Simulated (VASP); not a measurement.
# SnO2 in VASP: a series of runs

The runs below take SnO2 through single point, with LDA.

All numbers are computed with VASP 6.6.1; they aren't measurements. Logs are shortened: lines on timing, memory, paths and dates and some standing lists are left out, and cuts for length are marked.

## (1) The cell of the first run

Symmetry: Pmn2_1, No. 31, orthorhombic system. The conventional cell has a = 3.189 Å, b = 4.720 Å, c = 4.721 Å, α = 90.00°, β = 90.00°, γ = 90.00°. Sn (site symmetry m) has 6 O at 2.04 to 2.07 Å within 2.7 Å. O (site symmetry m) has 3 Sn at 2.04 to 2.05 Å and 1 O at 2.59 Å within 2.7 Å. Within 2.7 Å of O (site symmetry m) lie 3 Sn at 2.04 to 2.07 Å and 1 O at 2.59 Å.

## (2) Single point, LDA (atoms displaced along a vibrational mode)

The input, INCAR:

```
SYSTEM = SnO2
ALGO = Normal
EDIFF = 1E-6
ENCUT = 520
ISIF = 2
ISMEAR = 0
LASPH = .True.
LCHARG = .False.
LREAL = .False.
LWAVE = .False.
NBANDS = 35
NELM = 100
PREC = Accurate
SIGMA = 0.05
```

The input, KPOINTS:

```
k-points
0
Gamma
  6 6 8
  0 0 0
```

The input, POSCAR:

```
SnO2
1.0
    4.7201335122      0.0000000000      0.0000000000
    0.0000000000      4.7206343096      0.0000000000
    0.0000000000      0.0000000000      3.1888226875
Sn O
2 4
Direct
    0.4978314689      0.4974954351      0.5000000000
    0.0021729791     -0.0025084053      0.0000000000
    0.2979689141      0.3154734637      0.0000000000
    0.8139986539      0.2031242515      0.5000000000
    0.2020145839      0.8154592593      0.5000000000
    0.6859848441      0.7031384559      0.0000000000
```

Potentials or basis: VASP PAW LDA potentials, release 64 (Sn_d, O).

On the command line:

```console
$ cat potpaw_LDA.64/Sn_d/POTCAR potpaw_LDA.64/O/POTCAR > POTCAR
$ mpirun -np 1 vasp_std > vasp.out
```

OUTCAR:

```text
SYSTEM = SnO2
   EDIFF = 1E-6
   ENCUT = 520
   ISIF = 2
   ISMEAR = 0
   LASPH = .True.
   LREAL = .False.
   NELM = 100
   PREC = Accurate

 ion  position               nearest neighbor table
   1  0.498  0.497  0.500-   4 2.04   3 2.04   3 2.04   5 2.05   6 2.07   6 2.07   2 3.69   2 3.69
                             2 3.69   2 3.69   2 3.71   2 3.71   2 3.71   2 3.71
   2  0.002  0.997  0.000-   6 2.04   5 2.04   5 2.04   3 2.05   4 2.07   4 2.07   1 3.69   1 3.69
                             1 3.69   1 3.69   1 3.71   1 3.71   1 3.71   1 3.71
   3  0.298  0.315  0.000-   1 2.04   1 2.04   2 2.05
   4  0.814  0.203  0.500-   1 2.04   2 2.07   2 2.07
   5  0.202  0.815  0.500-   2 2.04   2 2.04   1 2.05
   6  0.686  0.703  0.000-   2 2.04   1 2.07   1 2.07

  LATTYP: Found a simple orthorhombic cell.
 ALAT       =     3.1888226875
 B/A-ratio  =     1.4802119700
 C/A-ratio  =     1.4803690177

  Lattice vectors:

 A1 = (   0.0000000000,   0.0000000000,   3.1888226875)
 A2 = (   4.7201335122,   0.0000000000,   0.0000000000)
 A3 = (   0.0000000000,   4.7206343096,   0.0000000000)

Analysis of symmetry for initial positions (statically):
=====================================================================
 Subroutine PRICEL returns:
 Original cell was already a primitive cell.

 Routine SETGRP: Setting up the symmetry group for a
 simple orthorhombic supercell.

 Subroutine GETGRP returns: Found  2 space group operations
 (whereof  2 operations were pure point group operations)
 out of a pool of  8 trial point group operations.

The static configuration has the point symmetry C_1h.

Analysis of symmetry for dynamics (positions and initial velocities):
=====================================================================
 Subroutine PRICEL returns:
 Original cell was already a primitive cell.

 Routine SETGRP: Setting up the symmetry group for a
 simple orthorhombic supercell.

 Subroutine GETGRP returns: Found  2 space group operations
 (whereof  2 operations were pure point group operations)
 out of a pool of  8 trial point group operations.

The dynamic configuration has the point symmetry C_1h.

 Subroutine INISYM returns: Found  2 space group operations
 (whereof  2 operations are pure point group operations),
 and found     1 'primitive' translations

----------------------------------------------------------------------------------------

                                     Primitive cell

  volume of cell :      71.0534

  direct lattice vectors                    reciprocal lattice vectors
     4.720133512  0.000000000  0.000000000     0.211858414  0.000000000  0.000000000
     0.000000000  4.720634310  0.000000000     0.000000000  0.211835939  0.000000000
     0.000000000  0.000000000  3.188822688     0.000000000  0.000000000  0.313595360

  length of vectors
     4.720133512  4.720634310  3.188822688     0.211858414  0.211835939  0.313595360

  position of ions in fractional coordinates (direct lattice)
     0.497831469  0.497495435  0.500000000
     0.002172979  0.997491595  0.000000000
     0.297968914  0.315473464  0.000000000
     0.813998654  0.203124252  0.500000000
     0.202014584  0.815459259  0.500000000
     0.685984844  0.703138456  0.000000000

  ion indices of the primitive-cell ions
   primitive index   ion index
                 1           1
                 2           2
                 3           3
                 4           4
                 5           5
                 6           6

----------------------------------------------------------------------------------------

 KPOINTS: k-points

Automatic generation of k-mesh.
 Grid dimensions read from file:
 generate k-points for:    6    6    8

 Generating k-lattice:

  Cartesian coordinates                     Fractional coordinates (reciprocal lattice)
     0.035309736  0.000000000  0.000000000     0.166666667  0.000000000  0.000000000
     0.000000000  0.035305990  0.000000000     0.000000000  0.166666667  0.000000000
     0.000000000  0.000000000  0.039199420     0.000000000  0.000000000  0.125000000

  Length of vectors
     0.035309736  0.035305990  0.039199420

  Shift w.r.t. Gamma in fractional coordinates (k-lattice)
     0.000000000  0.000000000  0.000000000

 Subroutine IBZKPT returns following result:
 ===========================================

 Found    100 irreducible k-points:

 Following reciprocal coordinates:
            Coordinates               Weight
  0.000000  0.000000  0.000000      1.000000
  0.166667  0.000000  0.000000      2.000000
  0.333333  0.000000  0.000000      2.000000
  0.500000  0.000000  0.000000      1.000000
  0.000000  0.166667  0.000000      2.000000
  0.166667  0.166667  0.000000      2.000000
[... 16 lines left out ...]
  0.333333  0.000000  0.125000      4.000000
  0.500000  0.000000  0.125000      2.000000
 [... further k-points ...]
   k-points           NKPTS =    100   k-points in BZ     NKDIM =    100   number of bands    NBANDS=     35
   number of dos      NEDOS =    301   number of ions     NIONS =      6
   total plane-waves  NPLWV =  31104
   dimension x,y,z NGX =    36 NGY =   36 NGZ =   24
   dimension x,y,z NGXF=    72 NGYF=   72 NGZF=   48
   ions per type =               2   4
   NGX,Y,Z   is equivalent  to a cutoff of  12.68, 12.68, 12.51 a.u.
   NGXF,Y,Z  is equivalent  to a cutoff of  25.36, 25.36, 25.02 a.u.
 SYSTEM =  SnO2
   PREC   = accura    normal or accurate (medium, high low for compatibility)
   ISTART =      0    job   : 0-new  1-cont  2-samecut
   ICHARG =      2    charge: 1-file 2-atom 10-const
   ISPIN  =      1    spin polarized calculation?
   LNONCOLLINEAR =      F non collinear calculations
   LSORBIT =      F    spin-orbit coupling
   LASPH  =      T    aspherical Exc in radial PAW
   ENCUT  =  520.0 eV  38.22 Ry    6.18 a.u.   8.78  8.78  5.93*2*pi/ulx,y,z
   NELM   =    100;   NELMIN=  2; NELMDL= -5     # of ELM steps
   EDIFF  = 0.1E-05   stopping-criterion for ELM
   LREAL  =      F    real-space projection
   EDIFFG = 0.1E-04   stopping-criterion for IOM
   NSW    =      0    number of steps for IOM
   IBRION =     -1    ionic relax: 0-MD 1-quasi-New 2-CG
   NFREE  =      0    steps in history (QN), initial steepest desc. (CG)
   ISIF   =      2    stress and relaxation
   ISYM   =      2    0-nonsym 1-usesym 2-fastsym
   POTIM  = 0.5000    time-step for ionic-motion
   TEBEG  =    0.0;   TEEND  =   0.0 temperature during run
   PSTRESS=    0.0 pullay stress
   NELECT =      52.0000    total number of electrons
   NUPDOWN=      -1.0000    fix difference up-down
   EMIN   =  10.00;   EMAX   =-10.00  energy-range for DOS
   EFERMI =   0.00;   METHOD = LEGACY
   ISMEAR =     0;   SIGMA  =   0.05  broadening in eV -4-tet -1-fermi 0-gaus
   EFERMI_NEDOS =   21; number of points for ismear=-14 and -15
   IALGO  =     38    algorithm
   IMIX   =      4    mixing-type and parameters
     AMIX     =   0.40;   BMIX     =  1.00
     AMIX_MAG =   1.60;   BMIX_MAG =  1.00
  volume/ion in A,a.u.               =      11.84        79.92
  Fermi-wavevector in a.u.,A,eV,Ry     =   1.475302  2.787917 29.613299  2.176516
  Thomas-Fermi vector in A             =   2.589968
   LORBIT       =      0    0 simple, 1 ext, 2 COOP (PROOUT), +10 PAW based schemes
   GGA     = CA    functional components
   LHFCALC =     F    Hartree Fock is set to
   AEXX    =    0.0000 exact exchange contribution
   IVDW    =     0    specifies the selected vdW correction
   LEPSILON=     F    determine dielectric tensor
   LRPA    =     F    only Hartree local field effects (RPA)
 non-spin polarized calculation
 Gauss-broadening in eV      SIGMA  =   0.05
  energy-cutoff  :      520.00
  volume of cell :       71.05
 maximum number of plane-waves:      1933
 NGX is ok and might be reduce to    36
   NGX = 17   NGY = 17   NGZ = 11

 number of electron      51.9999988 magnetization

 Free energy of the ion-electron system (eV)
  ---------------------------------------------------
  ext. energy  EPLUGINS =         0.00000000
  ---------------------------------------------------
  free energy    TOTEN  =       -42.25398659 eV

  energy without entropy =      -42.25398659  energy(sigma->0) =      -42.25398659

 E-fermi :   6.1972     XC(G=0): -11.8397

 val. band max:        5.9516197544   @ k =   0.0000   0.0000   0.0000
 cond. band min:       7.1625257705   @ k =   0.0000   0.0000   0.0000
 fundamental gap:      1.2109060161
 Fermi energy:         6.1971930183

 k-point     1 :       0.0000    0.0000    0.0000
  band No.  band energies     occupation
      1     -15.0641      2.00000
      2     -14.2890      2.00000
      3     -14.0110      2.00000
      4     -13.9913      2.00000
      5     -13.9909      2.00000
      6     -13.9116      2.00000
[... 27 lines left out ...]
     34      17.9834      0.00000
     35      18.3430      0.00000

 k-point     2 :       0.1667    0.0000    0.0000
  band No.  band energies     occupation
      1     -15.0216      2.00000
      2     -14.3378      2.00000
      3     -14.0106      2.00000
      4     -13.9901      2.00000
      5     -13.9880      2.00000
      6     -13.9483      2.00000
[... 27 lines left out ...]
     34      18.0009      0.00000
     35      18.3167      0.00000

 k-point     3 :       0.3333    0.0000    0.0000
  band No.  band energies     occupation
      1     -14.8983      2.00000
      2     -14.4956      2.00000
      3     -14.0101      2.00000
      4     -13.9904      2.00000
      5     -13.9866      2.00000
      6     -13.9830      2.00000
[... 27 lines left out ...]
     34      18.1074      0.00000
     35      18.2608      0.00000
[... 723 lines left out ...]
 k-point    23 :       0.3333    0.0000    0.1250
  band No.  band energies     occupation
      1     -14.8425      2.00000
      2     -14.4693      2.00000
      3     -14.1558      2.00000
      4     -14.1155      2.00000
      5     -13.9570      2.00000
      6     -13.9179      2.00000
[... 27 lines left out ...]
     34      18.1072      0.00000
     35      18.2341      0.00000

 k-point    24 :       0.5000    0.0000    0.1250
  band No.  band energies     occupation
      1     -14.6946      2.00000
      2     -14.6487      2.00000
      3     -14.1570      2.00000
      4     -14.1154      2.00000
      5     -13.9382      2.00000
      6     -13.9324      2.00000
[... 27 lines left out ...]
     34      18.2018      0.00000
     35      18.2699      0.00000

 [... further k-points ...]
[... 5 lines left out ...]
  --------------------------------------------------------------------------------------
  -------------------------------------------------------------------------------------
  Total        0.5165031      0.4173824      0.8161642     -0.0000721      0.0000000      0.0000000
  in kB       11.6465819      9.4115196     18.4036134     -0.0016268      0.0000000      0.0000000
  external PRESSURE =      13.1539050 kB  Pullay stress =       0.0000000 kB

 VOLUME and BASIS-vectors are now :
 -----------------------------------------------------------------------------
  energy-cutoff  :      520.00
  volume of cell :       71.05
      direct lattice vectors                 reciprocal lattice vectors
     4.720133512  0.000000000  0.000000000     0.211858414  0.000000000  0.000000000
     0.000000000  4.720634310  0.000000000     0.000000000  0.211835939  0.000000000
     0.000000000  0.000000000  3.188822688     0.000000000  0.000000000  0.313595360

 POSITION                                       TOTAL-FORCE (eV/Angst)
 -----------------------------------------------------------------------------------
      2.34983      2.34849      1.59441         0.227483      0.262273      0.000000
      0.01026      4.70879      0.00000        -0.227970      0.262687      0.000000
      1.40645      1.48923      0.00000         0.077874     -0.149692      0.000000
      3.84218      0.95888      1.59441        -0.135602     -0.112808      0.000000
      0.95354      3.84948      1.59441        -0.077646     -0.149488      0.000000
      3.23794      3.31926      0.00000         0.135861     -0.112974      0.000000
 -----------------------------------------------------------------------------------
    total drift:                                0.000032     -0.000502     -0.000002

  FREE ENERGIE OF THE ION-ELECTRON SYSTEM (eV)
  ---------------------------------------------------
  free  energy   TOTEN  =       -42.2539865904 eV

  energy  without entropy=      -42.2539865904  energy(sigma->0) =      -42.25398659
```

Wall time 5 min (1 thread of Intel Xeon 8259CL, shared host); peak memory 0.29 GiB.

Results:

| Quantity | Value |
| --- | --- |
| Free energy | -42.2540 eV |
| Pressure | 1.3 GPa |
| Largest force | 0.348 eV/Å |
| Band gap on the k mesh | 1.21 eV |

Forces on the atoms (eV/Å):
```
Sn   0.227  0.262  0.000
Sn  -0.228  0.263  0.000
O    0.078 -0.150  0.000
O   -0.136 -0.113  0.000
O   -0.078 -0.149  0.000
O    0.136 -0.113  0.000
```

Stress tensor (GPa, compression positive):
```
1.16 0.00 0.00
0.00 0.94 0.00
0.00 0.00 1.84
```

Levels at points of the mesh, in eV from the valence-band top:
```
           k point  band 24  band 25  band 26  band 27  band 28  band 29
(0.00, 0.00, 0.00)    -0.82    -0.80     0.00     1.21     5.75     6.09
(0.50, 0.00, 0.00)    -1.15    -0.66    -0.65     4.34     4.38     6.84
(0.00, 0.50, 0.00)    -1.22    -0.64    -0.64     4.36     4.36     6.84
(0.50, 0.50, 0.00)    -1.35    -0.92    -0.92     4.74     4.74     7.33
(0.00, 0.00, 0.50)    -1.74    -1.28    -1.28     6.07     6.07     9.49
(0.50, 0.00, 0.50)    -1.13    -0.71    -0.71     6.34     6.34     7.90
(0.00, 0.50, 0.50)    -1.15    -0.71    -0.71     6.34     6.34     7.92
(0.50, 0.50, 0.50)    -1.01    -0.83    -0.83     4.73     4.73     8.62
```

Caveat: the cell differs from its parent crystal (atoms displaced along a vibrational mode); spin-orbit coupling is left out, which moves the levels of the heavy elements.

## (3) Single point, LDA

The input, INCAR:

```
SYSTEM = SnO2
ALGO = Normal
EDIFF = 1E-7
ENCUT = 520
GGA = CA
ISIF = 2
ISMEAR = 0
LASPH = .TRUE.
LCHARG = .FALSE.
LREAL = .FALSE.
LWAVE = .FALSE.
NBANDS = 35
NELM = 100
PREC = Accurate
SIGMA = 0.05
```

The input, KPOINTS:

```
k-points
0
G
  6 6 8
  0 0 0
```

The input, POSCAR:

```
SnO2
1.0
    4.7201335122      0.0000000000      0.0000000000
    0.0000000000      4.7206343096      0.0000000000
    0.0000000000      0.0000000000      3.1888226875
Sn O
2 4
Direct
    0.5000000000      0.5000000000      0.5000000000
    0.0000000000      0.0000000000      0.0000000000
    0.3059920350      0.3061675039      0.0000000000
    0.8059920350      0.1938324961      0.5000000000
    0.1940079650      0.8061675039      0.5000000000
    0.6940079650      0.6938324961      0.0000000000
```

Potentials or basis: VASP PAW LDA potentials, release 64 (Sn_d, O).

On the command line:

```console
$ cat potpaw_LDA.64/Sn_d/POTCAR potpaw_LDA.64/O/POTCAR > POTCAR
$ mpirun -np 1 vasp_std > vasp.out
```

Run time: 72 s. Hardware: 1 thread of AMD EPYC 9R45 (Zen 5), shared host; peak memory 0.23 GiB.

Results (log left out):

```
Free energy            : -42.2790 eV
Pressure               : 1.4 GPa
Largest force          : 0.028 eV/Å
Band gap on the k mesh : 1.21 eV
```

Forces in eV/Å, atoms in the order of the input:
```
Sn   0.000  0.000  0.000
Sn   0.000  0.000  0.000
O   -0.019 -0.020  0.000
O   -0.019  0.020  0.000
O    0.019 -0.020  0.000
O    0.019  0.020  0.000
```

Stress tensor (GPa, compression positive):
```
1.19 0.00 0.00
0.00 1.19 0.00
0.00 0.00 1.75
```

Levels at points of the mesh, in eV from the valence-band top:
```csv
k point,band 22,band 23,band 24,band 25,band 26,band 27,band 28,band 29,band 30,band 31
"(0.00, 0.00, 0.00)",-1.28,-1.28,-0.81,-0.81,0.00,1.21,5.97,6.08,6.08,10.12
"(0.50, 0.00, 0.00)",-2.04,-1.24,-1.24,-0.65,-0.65,4.37,4.37,6.84,6.84,10.85
"(0.00, 0.50, 0.00)",-2.04,-1.24,-1.24,-0.65,-0.65,4.37,4.37,6.84,6.84,10.84
"(0.50, 0.50, 0.00)",-2.07,-1.36,-1.36,-0.92,-0.92,4.76,4.76,7.33,7.33,10.85
"(0.00, 0.00, 0.50)",-2.71,-1.74,-1.74,-1.29,-1.29,6.09,6.09,9.55,9.55,10.41
"(0.50, 0.00, 0.50)",-1.79,-1.14,-1.14,-0.72,-0.72,6.37,6.37,7.91,7.91,10.78
"(0.00, 0.50, 0.50)",-1.79,-1.14,-1.14,-0.72,-0.72,6.37,6.37,7.91,7.91,10.78
"(0.50, 0.50, 0.50)",-2.44,-0.99,-0.99,-0.85,-0.85,4.74,4.74,8.65,8.65,10.78
```

Caveat: spin-orbit coupling is left out, which moves the levels of the heavy elements.
